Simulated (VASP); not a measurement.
LuHg, 2 atoms in the cell. It takes space group Pm-3m (No. 221, cubic). The conventional cell has a = 3.583 Å, b = 3.583 Å, c = 3.583 Å, α = 90.00°, β = 90.00°, γ = 90.00°. Lu (site symmetry m-3m) has 8 Hg at 3.10 Å and 6 Lu at 3.58 Å within 4.1 Å. Hg (site symmetry m-3m) has 8 Lu at 3.10 Å and 6 Hg at 3.58 Å within 4.1 Å.  This cell differs from its parent crystal: volume scaled by 0.98.

| Property | Result |
| --- | --- |
| Program | VASP 6.6.1 |
| Task | electric field gradients |
| Functional | LDA |
| Potentials or basis | VASP PAW PBE potentials, release 64 (Lu, Hg) |
| Cutoff | 520 eV |
| k mesh | 10 × 10 × 10 |
| Occupations | fermi-dirac, width 0.05 eV |
| Spin | no spin polarisation |
| Dipole correction | no |
| Further INCAR settings | ALGO = Normal; EDIFF = 1e-08; NBANDS = 26 |

Potentials or basis: VASP PAW PBE potentials, release 64 (Lu, Hg).

Launch:

```sh
$ cat potpaw_PBE.64/Lu/POTCAR potpaw_PBE.64/Hg/POTCAR > POTCAR
$ mpirun -np 1 vasp_std > vasp.out
```

Hardware: 1 thread of Intel(R) Xeon(R) Platinum 8375C CPU @ 2.90GHz (Ice Lake) (shared host).

**Question.** Estimate the wall time of this run.

**Answer.** Wall time 77 s on 1 thread of Intel(R) Xeon(R) Platinum 8375C CPU @ 2.90GHz (Ice Lake), with other jobs on the host, peak memory 0.2 GiB. Counts: scf iterations 14, k points 56.
